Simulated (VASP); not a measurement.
Runs of VASP 6.6.1 on Li2O. The structure is that of space group Fm-3m (No. 225), or close to it. The cells are those of the table. 

| cell | k mesh | smearing | gap on the mesh (eV) | pressure (GPa) |
| --- | --- | --- | --- | --- |
| a = 3.270 Å, angles 60.2°, 3 atoms | 4 × 4 × 4 | gaussian 0.15 eV | 4.95 | -0.7 |
| a = 3.266 Å, angles 60.0°, 3 atoms | 6 × 6 × 6 | gaussian 0.1 eV | 4.98 | 0.0 |
| a = 3.270 Å, angles 60.0°, 3 atoms | 6 × 6 × 6 | gaussian 0.1 eV | 4.97 | (b) |
| a = 3.204 Å, angles 60.0°, 3 atoms | 8 × 8 × 8 | gaussian 0.02 eV | 5.09 | 5.3 |
| a = 3.276 Å, angles 120.0, 120.0, 90.0°, 3 atoms | 5 × 5 × 5 | gaussian 0.15 eV | (a) | -0.7 |
| a = 3.272 Å, angles 60.0°, 3 atoms | 5 × 5 × 5 | gaussian 0.15 eV | 5.23 | -0.4 |
| a = 3.170 Å, angles 60.0°, 3 atoms | 8 × 8 × 8 | gaussian 0.02 eV | 5.15 | 8.8 |

Alike in all rows: task single point; level PBE; potentials or basis VASP PAW PBE potentials, release 64 (Li_sv, O); no spin polarisation; cutoff (eV) 750.

**Question.** Fill in the values left out.

**Answer.** (a) 5.20; (b) -0.2.

Caveats: some runs use coarse meshes.

A k mesh can miss the band edges.
